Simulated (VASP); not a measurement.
The system is SnH5.

```xyz
6
Lattice="2.5581 0.0000 0.0000 0.0000 2.5581 0.0000 0.0000 0.0000 10.8361" Properties=species:S:1:pos:R:3 pbc="T T T"
Sn    1.2791    1.2791    0.0000
H     1.2791    1.2791    3.6245
H     1.2791    1.2791    7.2116
H     0.0000    0.0000    1.9070
H     0.0000    0.0000    8.9291
H     0.0000    0.0000    5.4180
```

| Property | Result |
| --- | --- |
| Program | VASP 6.6.1 |
| Task | relaxation of cell and atoms |
| Functional | PBE |
| Potentials or basis | VASP PAW PBE potentials, release 64 (Sn_d, H) |
| Cutoff | 600 eV |
| k mesh | 6 × 6 × 2 |
| Occupations | gaussian, width 0.1 eV |
| Spin | no spin polarisation |

At the start: pressure 4.4 GPa; volume 11.82 Å³/atom.

Task: How do energy, volume and symmetry change on relaxing?

Result: Over 37 steps the energy falls by 1544.2 meV/atom and the volume is 9.04 Å³/atom (-23.5 %); space group P4/mmm (No. 123, to 0.05 Å).

The path:
```tsv
step	energy change (eV)	largest force (eV/Å)	pressure (GPa)	volume (Å³)
1	0.0000	0.3938	4.44	70.91
2	-0.9074	0.5227	-0.80	74.04
3	-2.0274	0.5120	-8.77	79.92
4	-2.8864	0.1293	-8.77	69.53
5	-3.7546	0.3061	-7.15	60.54
6	-5.2094	3.0432	21.70	42.73
7	-4.9894	1.1620	1.70	50.09
8	-5.2953	1.4602	8.89	46.59
9	-5.3188	2.3350	16.21	44.15
10	-5.3375	1.8917	12.35	45.30
11	-5.5466	2.9281	18.51	43.47
12	-5.5456	2.9702	18.79	43.40
13	-6.0610	2.4020	14.07	44.57
14	-6.2394	2.1945	14.23	47.32
15	-6.3806	1.6478	12.01	45.79
16	-6.4344	0.8655	12.56	46.66
17	-6.4451	0.8663	12.02	46.42
18	-6.7638	1.2893	6.92	48.43
19	-7.1717	1.7169	-2.52	53.98
20	-7.2115	1.6920	-4.03	55.62
21	-7.5280	1.7331	-3.21	56.31
22	-7.5583	2.0868	-2.60	56.54
23	-7.7744	2.0116	-2.85	56.53
24	-8.3800	1.8265	-2.97	56.50
25	-9.1576	2.0107	0.65	56.28
26	-9.1187	1.7333	-2.96	56.54
27	-9.2137	0.1365	-1.00	56.38
28	-9.2137	0.1353	-0.95	56.38
29	-9.2272	0.0516	-0.69	56.07
30	-9.2395	0.3197	-0.11	55.45
31	-9.2497	0.2690	-0.34	55.16
32	-9.2543	0.4459	-0.53	54.79
33	-9.2596	0.3113	-0.38	54.58
34	-9.2632	0.1043	-0.06	54.19
35	-9.2632	0.1081	-0.07	54.21
36	-9.2641	0.0790	-0.11	54.22
37	-9.2651	0.0164	-0.20	54.23
```

Final structure:
```
Sn H
1.0
     3.21141    0.00000    0.00000
     0.00000    3.21141    0.00000
     0.00000    0.00000    5.25804
Sn H
1 5
Direct
  0.50000 0.50000 0.00000
  0.50000 0.50000 0.42559
  0.50000 0.50000 0.57441
  0.00000 0.00000 0.31442
  0.00000 0.00000 0.68558
  0.00000 0.00000 0.50000
```

Caveat: the k points lie up to 0.60 Å⁻¹ apart in the final cell; the volume moved by over 15 % at a fixed basis, so the end points are rough.
